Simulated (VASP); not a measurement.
# LiTaO2 (Cmmm) in VASP: a series of runs

The runs below take LiTaO2 through single point, with PBE.

All numbers are computed with VASP 6.6.1; they aren't measurements. Logs are shortened: lines on timing, memory, paths and dates and some standing lists are left out, and cuts for length are marked.

### Step 1. The cell of the first run

The structure is orthorhombic, space group Cmmm (No. 65). Conventional cell: a = 3.932 Å, b = 7.414 Å, c = 3.585 Å, α = 90.00°, β = 90.00°, γ = 90.00°. Li (site symmetry mmm) has 2 O at 1.52 Å and 2 Ta at 1.97 Å within 2.0 Å. Within 2.6 Å of Ta (site symmetry mmm) lie 2 Li at 1.97 Å and 6 O at 2.19 to 2.49 Å. O (site symmetry m2m) has 1 Li at 1.52 Å within 2.0 Å.

### Step 2. Single point, PBE, collinear spin, ferromagnetic start

INCAR

```
PREC     = Accurate       # precision mode
ENCUT    = 520            # plane-wave cutoff, eV
EDIFF    = 1E-6           # SCF threshold, eV
ISMEAR   = 0              # smearing method
SIGMA    = 0.1            # smearing width, eV
LREAL    = F              # projectors in reciprocal space
LASPH    = T              # aspherical terms in the spheres
NELM     = 150            # most SCF steps
ALGO     = Normal         # electronic algorithm
ISIF     = 2              # what is computed and relaxed
LWAVE    = F              # write WAVECAR
LCHARG   = T              # write CHGCAR
ISPIN    = 2              # spin polarisation
MAGMOM   = 0 1 0 0        # initial moments
LORBIT   = 11             # projections on sites
LMAXMIX  = 4              # l up to which the mixer works
GGA      = PE             # functional
LELF     = T              # ELF
LVHAR    = T            
NBANDS   = 25             # bands
```

KPOINTS

```
Automatic mesh
0
Gamma
  6 6 6
```

POSCAR

```
LiTaO2
1.0
    1.9660896400     -3.7071260000      0.0000000000
    1.9660896400      3.7071260000      0.0000000000
    0.0000000000      0.0000000000      3.5847005100
Li Ta O
1 1 2
Direct
    0.0000000000      0.0000000000      0.0000000000
    0.5000000000      0.5000000000      0.0000000000
    0.7947657500      0.2052342500      0.0000000000
    0.2052342500      0.7947657500      0.0000000000
```

Potentials or basis: VASP PAW PBE potentials, release 64 (Li_sv, Ta_pv, O).

Command:

```sh
> cat potpaw_PBE.64/Li_sv/POTCAR potpaw_PBE.64/Ta_pv/POTCAR potpaw_PBE.64/O/POTCAR > POTCAR
> mpirun -np 1 vasp_std > vasp.out
```

OUTCAR:

```text
PREC = Accurate
   ENCUT = 520
   EDIFF = 1E-6
   ISMEAR = 0
   LREAL = F
   LASPH = T
   NELM = 150
   ISIF = 2
   ISPIN = 2
   LORBIT = 11
   GGA = PE

 ion  position               nearest neighbor table
   1  0.000  0.000  0.000-   3 1.52   4 1.52   2 1.97   2 1.97
   2  0.500  0.500  0.000-   1 1.97   1 1.97   4 2.19   3 2.19   4 2.49   4 2.49   3 2.49   3 2.49

   3  0.795  0.205  0.000-   1 1.52   2 2.19   2 2.49   2 2.49
   4  0.205  0.795  0.000-   1 1.52   2 2.19   2 2.49   2 2.49

  LATTYP: Found a base centered orthorhombic cell.
 ALAT       =     3.9321792800
 B/A-ratio  =     1.8855325437
 C/A-ratio  =     0.9116320124

  Lattice vectors:

 A1 = (   1.9660896400,  -3.7071260000,   0.0000000000)
 A2 = (   1.9660896400,   3.7071260000,   0.0000000000)
 A3 = (   0.0000000000,   0.0000000000,   3.5847005100)

Analysis of symmetry for initial positions (statically):
=====================================================================
 Subroutine PRICEL returns:
 Original cell was already a primitive cell.

 Routine SETGRP: Setting up the symmetry group for a
 base centered orthorhombic supercell.

 Subroutine GETGRP returns: Found  8 space group operations
 (whereof  8 operations were pure point group operations)
 out of a pool of  8 trial point group operations.

The static configuration has the point symmetry D_2h.

Analysis of symmetry for dynamics (positions and initial velocities):
=====================================================================
 Subroutine PRICEL returns:
 Original cell was already a primitive cell.

 Routine SETGRP: Setting up the symmetry group for a
 base centered orthorhombic supercell.

 Subroutine GETGRP returns: Found  8 space group operations
 (whereof  8 operations were pure point group operations)
 out of a pool of  8 trial point group operations.

The dynamic configuration has the point symmetry D_2h.

Analysis of structural, dynamic, and magnetic symmetry:
=====================================================================
 Subroutine PRICEL returns:
 Original cell was already a primitive cell.

 Routine SETGRP: Setting up the symmetry group for a
 base centered orthorhombic supercell.

 Subroutine GETGRP returns: Found  8 space group operations
 (whereof  8 operations were pure point group operations)
 out of a pool of  8 trial point group operations.

The overall configuration has the point symmetry D_2h.

 Subroutine INISYM returns: Found  8 space group operations
 (whereof  8 operations are pure point group operations),
 and found     1 'primitive' translations

----------------------------------------------------------------------------------------

                                     Primitive cell

  volume of cell :      52.2545

  direct lattice vectors                    reciprocal lattice vectors
     1.966089640 -3.707126000  0.000000000     0.254311904 -0.134875372  0.000000000
     1.966089640  3.707126000  0.000000000     0.254311904  0.134875372  0.000000000
     0.000000000  0.000000000  3.584700510     0.000000000  0.000000000  0.278963332

  length of vectors
     4.196223499  4.196223499  3.584700510     0.287864396  0.287864396  0.278963332

  position of ions in fractional coordinates (direct lattice)
     0.000000000  0.000000000  0.000000000
     0.500000000  0.500000000  0.000000000
     0.794765750  0.205234250  0.000000000
     0.205234250  0.794765750  0.000000000

  ion indices of the primitive-cell ions
   primitive index   ion index
                 1           1
                 2           2
                 3           3
                 4           4

----------------------------------------------------------------------------------------

 KPOINTS: Automatic mesh

Automatic generation of k-mesh.
 Grid dimensions read from file:
 generate k-points for:    6    6    6

 Generating k-lattice:

  Cartesian coordinates                     Fractional coordinates (reciprocal lattice)
     0.042385317 -0.022479229  0.000000000     0.166666667  0.000000000  0.000000000
     0.042385317  0.022479229  0.000000000     0.000000000  0.166666667  0.000000000
     0.000000000  0.000000000  0.046493889     0.000000000  0.000000000  0.166666667

  Length of vectors
     0.047977399  0.047977399  0.046493889

  Shift w.r.t. Gamma in fractional coordinates (k-lattice)
     0.000000000  0.000000000  0.000000000

 Subroutine IBZKPT returns following result:
 ===========================================

 Found     52 irreducible k-points:

 Following reciprocal coordinates:
            Coordinates               Weight
  0.000000  0.000000  0.000000      1.000000
  0.166667 -0.000000  0.000000      4.000000
  0.333333 -0.000000  0.000000      4.000000
  0.500000 -0.000000  0.000000      2.000000
  0.166667  0.166667  0.000000      2.000000
  0.333333  0.166667  0.000000      4.000000
[... 16 lines left out ...]
  0.333333  0.333333  0.166667      4.000000
  0.500000  0.333333  0.166667      8.000000
 [... further k-points ...]
   k-points           NKPTS =     52   k-points in BZ     NKDIM =     52   number of bands    NBANDS=     25
   number of dos      NEDOS =    301   number of ions     NIONS =      4
   total plane-waves  NPLWV =  28672
   dimension x,y,z NGX =    32 NGY =   32 NGZ =   28
   dimension x,y,z NGXF=    64 NGYF=   64 NGZF=   56
   ions per type =               1   1   2
   NGX,Y,Z   is equivalent  to a cutoff of  12.68, 12.68, 12.99 a.u.
   NGXF,Y,Z  is equivalent  to a cutoff of  25.36, 25.36, 25.97 a.u.
 SYSTEM =  unknown system
   PREC   = accura    normal or accurate (medium, high low for compatibility)
   ISTART =      0    job   : 0-new  1-cont  2-samecut
   ICHARG =      2    charge: 1-file 2-atom 10-const
   ISPIN  =      2    spin polarized calculation?
   LNONCOLLINEAR =      F non collinear calculations
   LSORBIT =      F    spin-orbit coupling
   LASPH  =      T    aspherical Exc in radial PAW
   ENCUT  =  520.0 eV  38.22 Ry    6.18 a.u.   7.80  7.80  6.67*2*pi/ulx,y,z
   NELM   =    150;   NELMIN=  2; NELMDL= -5     # of ELM steps
   EDIFF  = 0.1E-05   stopping-criterion for ELM
   LREAL  =      F    real-space projection
   EDIFFG = 0.1E-04   stopping-criterion for IOM
   NSW    =      0    number of steps for IOM
   IBRION =     -1    ionic relax: 0-MD 1-quasi-New 2-CG
   NFREE  =      0    steps in history (QN), initial steepest desc. (CG)
   ISIF   =      2    stress and relaxation
   ISYM   =      2    0-nonsym 1-usesym 2-fastsym
   POTIM  = 0.5000    time-step for ionic-motion
   TEBEG  =    0.0;   TEEND  =   0.0 temperature during run
   PSTRESS=    0.0 pullay stress
   NELECT =      26.0000    total number of electrons
   NUPDOWN=      -1.0000    fix difference up-down
   EMIN   =  10.00;   EMAX   =-10.00  energy-range for DOS
   EFERMI =   0.00;   METHOD = LEGACY
   ISMEAR =     0;   SIGMA  =   0.10  broadening in eV -4-tet -1-fermi 0-gaus
   EFERMI_NEDOS =   21; number of points for ismear=-14 and -15
   IALGO  =     38    algorithm
   IMIX   =      4    mixing-type and parameters
     AMIX     =   0.40;   BMIX     =  1.00
     AMIX_MAG =   1.60;   BMIX_MAG =  1.00
  volume/ion in A,a.u.               =      13.06        88.16
  Fermi-wavevector in a.u.,A,eV,Ry     =   1.297253  2.451453 22.896782  1.682866
  Thomas-Fermi vector in A             =   2.428658
   LORBIT       =     11    0 simple, 1 ext, 2 COOP (PROOUT), +10 PAW based schemes
   GGA     = PE    functional components
   LHFCALC =     F    Hartree Fock is set to
   AEXX    =    0.0000 exact exchange contribution
   IVDW    =     0    specifies the selected vdW correction
   LEPSILON=     F    determine dielectric tensor
   LRPA    =     F    only Hartree local field effects (RPA)
 spin polarized calculation
 Gauss-broadening in eV      SIGMA  =   0.10
  energy-cutoff  :      520.00
  volume of cell :       52.25
 maximum number of plane-waves:      1426
   NGX = 15   NGY = 15   NGZ = 13

 number of electron      26.0000016 magnetization       0.0003790

 Free energy of the ion-electron system (eV)
  ---------------------------------------------------
  ext. energy  EPLUGINS =         0.00000000
  ---------------------------------------------------
  free energy    TOTEN  =       -21.85028530 eV

  energy without entropy =      -21.84127746  energy(sigma->0) =      -21.84578138

 E-fermi :   2.9091     XC(G=0): -10.0976

 val. band max:        2.9087467723   @ k =  -0.1667   0.1667   0.3333
 cond. band min:       2.9091749314   @ k =  -0.1667   0.1667   0.3333
 fundamental gap:      0.0004281591
 Fermi energy:         2.9091024208

 spin component 1

 k-point     1 :       0.0000    0.0000    0.0000
  band No.  band energies     occupation
      1     -43.1865      1.00000
      2     -33.3180      1.00000
      3     -32.9692      1.00000
      4     -32.7902      1.00000
      5     -16.6225      1.00000
      6     -13.9957      1.00000
[... 17 lines left out ...]
     24      15.9592      0.00000
     25      17.8964      0.00000

 k-point     2 :       0.1667   -0.0000    0.0000
  band No.  band energies     occupation
      1     -43.2119      1.00000
      2     -33.2603      1.00000
      3     -32.9737      1.00000
      4     -32.7893      1.00000
      5     -16.4570      1.00000
      6     -14.2301      1.00000
[... 17 lines left out ...]
     24      15.8571      0.00000
     25      17.2573      0.00000
[... 586 lines left out ...]
     24      17.9338      0.00000
     25      18.8960      0.00000

 k-point    24 :       0.5000    0.3333    0.1667
  band No.  band energies     occupation
      1     -43.2111      1.00000
      2     -33.2642      1.00000
      3     -33.0112      1.00000
      4     -32.8048      1.00000
      5     -16.3247      1.00000
      6     -13.9335      1.00000
[... 17 lines left out ...]
     24      17.6299      0.00000
     25      18.9579      0.00000

 [... further k-points ...]

 spin component 2

 k-point     1 :       0.0000    0.0000    0.0000
  band No.  band energies     occupation
      1     -43.1864      1.00000
      2     -33.3173      1.00000
      3     -32.9685      1.00000
      4     -32.7894      1.00000
      5     -16.6226      1.00000
      6     -13.9958      1.00000
[... 17 lines left out ...]
     24      15.9595      0.00000
     25      18.5488      0.00000

 k-point     2 :       0.1667   -0.0000    0.0000
  band No.  band energies     occupation
      1     -43.2119      1.00000
      2     -33.2596      1.00000
      3     -32.9730      1.00000
      4     -32.7885      1.00000
      5     -16.4571      1.00000
      6     -14.2302      1.00000
[... 17 lines left out ...]
     24      15.8573      0.00000
     25      17.2575      0.00000
[... 586 lines left out ...]
     24      17.9340      0.00000
     25      18.8962      0.00000

 k-point    24 :       0.5000    0.3333    0.1667
  band No.  band energies     occupation
      1     -43.2110      1.00000
      2     -33.2635      1.00000
      3     -33.0105      1.00000
      4     -32.8041      1.00000
      5     -16.3248      1.00000
      6     -13.9336      1.00000
[... 17 lines left out ...]
     24      17.6301      0.00000
     25      18.9590      0.00000

 [... further k-points ...]

------------------------ aborting loop because EDIFF is reached ----------------------------------------

  FORCE on cell =-STRESS in cart. coord.  units (eV):
  Direction    XX          YY          ZZ          XY          YZ          ZX
  --------------------------------------------------------------------------------------
  -------------------------------------------------------------------------------------
  Total       21.5471663     -8.0748967     -4.6032301      0.0000000      0.0000000      0.0000000
  in kB      660.6587801   -247.5848242   -141.1398753      0.0000000      0.0000000      0.0000000
  external PRESSURE =      90.6446935 kB  Pullay stress =       0.0000000 kB

 VOLUME and BASIS-vectors are now :
 -----------------------------------------------------------------------------
  energy-cutoff  :      520.00
  volume of cell :       52.25
      direct lattice vectors                 reciprocal lattice vectors
     1.966089640 -3.707126000  0.000000000     0.254311904 -0.134875372  0.000000000
     1.966089640  3.707126000  0.000000000     0.254311904  0.134875372  0.000000000
     0.000000000  0.000000000  3.584700510     0.000000000  0.000000000  0.278963332

 POSITION                                       TOTAL-FORCE (eV/Angst)
 -----------------------------------------------------------------------------------
      0.00000      0.00000      0.00000         0.000000     -0.000000      0.000000
      1.96609      0.00000      0.00000         0.000000      0.000000      0.000000
      1.96609     -2.18547      0.00000         0.000000      0.259492      0.000000
      1.96609      2.18547      0.00000         0.000000     -0.259492      0.000000
 -----------------------------------------------------------------------------------
    total drift:                                0.000000      0.000000     -0.000000

  FREE ENERGIE OF THE ION-ELECTRON SYSTEM (eV)
  ---------------------------------------------------
  free  energy   TOTEN  =       -21.8502853047 eV

  energy  without entropy=      -21.8412774605  energy(sigma->0) =      -21.84578138

 total charge

# of ion       s       p       d       tot
------------------------------------------
    1        2.125   0.407   0.000   2.533
    2        0.301   6.079   2.189   8.569
    3        1.593   3.363   0.000   4.955
    4        1.593   3.363   0.000   4.955
--------------------------------------------------
tot          5.612  13.211   2.189  21.012

 magnetization (x)

# of ion       s       p       d       tot
------------------------------------------
    1        0.000   0.000   0.000   0.000
    2        0.000   0.000   0.000   0.000
    3       -0.000  -0.000   0.000  -0.000
    4       -0.000  -0.000   0.000  -0.000
--------------------------------------------------
tot          0.000  -0.000   0.000   0.000
```

Wall time 98 s (1 thread of Intel Xeon 6975P-C, shared host); peak memory 0.26 GiB.

What came out:

```yaml
Free_energy: -21.8503 eV
Largest_force: 0.259 eV/Å
Band_gap_on_the_k_mesh: zero (filled and empty bands overlap)
Net_moment: 0.00 μB per cell
Valence_electrons_inside_the_program's_atomic_spheres: Li 2.53; Ta 8.57; O 4.96
```

Forces on the atoms (eV/Å):
```
Li   0.000  0.000  0.000
Ta   0.000  0.000  0.000
O    0.000  0.259  0.000
O    0.000 -0.259  0.000
```

Caveat: the cutoff is under 1.25 times the usual one of these potentials, so pressure, stress and relaxed cells hold a basis-set (Pulay) error; spin-orbit coupling is left out, which moves the levels of the heavy elements.

### Step 3. Single point, PBE

This run uses another cell than the first one, of 24.55 Å³/atom, 1.879 times its volume.

INCAR

```
SYSTEM = LiTaO2
  ALGO = Normal
  EDIFF = 1E-6
  ENCUT = 520
  GGA = PE
  ISIF = 2
  ISMEAR = 0
  LASPH = .TRUE.
  LCHARG = .FALSE.
  LREAL = .FALSE.
  LWAVE = .FALSE.
  NBANDS = 21
  NELM = 80
  PREC = Accurate
  SIGMA = 0.1
```

KPOINTS

```
k-points
0
G
  8 8 16
  0 0 0
```

POSCAR

```
LiTaO2
1.0
    3.6193652117     -4.4502918805      0.0000000000
    3.6193652117      4.4502918805      0.0000000000
    0.0000000000      0.0000000000      3.0485439405
Li Ta O
1 1 2
Direct
    0.0000000000      0.0000000000      0.0000000000
    0.5000000000      0.5000000000      0.0000000000
    0.7553821024      0.7553821024      0.0000000000
    0.2446178976      0.2446178976      0.0000000000
```

Potentials or basis: VASP PAW PBE potentials, release 64 (Li_sv, Ta_pv, O).

Command:

```sh
> cat potpaw_PBE.64/Li_sv/POTCAR potpaw_PBE.64/Ta_pv/POTCAR potpaw_PBE.64/O/POTCAR > POTCAR
> mpirun -np 1 vasp_std > vasp.out
```

Run time: 6 min. Hardware: 1 thread of Intel Xeon 6975P-C, shared host; peak memory 0.5 GiB.

Results (log left out):

| Item | Value |
| --- | --- |
| Free energy | -27.8769 eV |
| Largest force | 0.148 eV/Å |
| Band gap on the k mesh | zero (band 13 reaches -0.79 eV, above the bottom of band 14 at -1.02 eV) |

Forces in eV/Å, atoms in the order of the input:
```
Li   0.000  0.000  0.000
Ta   0.000  0.000  0.000
O    0.148  0.000  0.000
O   -0.148  0.000  0.000
```

Levels at points of the mesh, in eV from the Fermi level:
| k point | band 11 | band 12 | band 13 | band 14 | band 15 | band 16 |
| --- | --- | --- | --- | --- | --- | --- |
| (0.00, 0.00, 0.00) | -1.87 | -1.86 | -0.83 | -0.18 | 2.53 | 3.21 |
| (0.50, 0.00, 0.00) | -1.90 | -1.70 | -0.77 | 0.00 | 2.53 | 2.88 |
| (0.50, 0.50, 0.00) | -1.87 | -1.86 | -0.83 | 0.14 | 2.52 | 3.13 |
| (0.00, 0.00, 0.50) | -1.65 | -1.64 | -0.61 | 0.87 | 3.28 | 4.14 |
| (0.50, 0.00, 0.50) | -1.66 | -1.31 | -0.66 | 0.96 | 2.83 | 3.96 |
| (0.50, 0.50, 0.50) | -1.89 | -1.63 | -0.71 | 1.05 | 3.30 | 3.99 |

Caveat: the cutoff is under 1.25 times the usual one of these potentials, so pressure, stress and relaxed cells hold a basis-set (Pulay) error; spin-orbit coupling is left out, which moves the levels of the heavy elements.
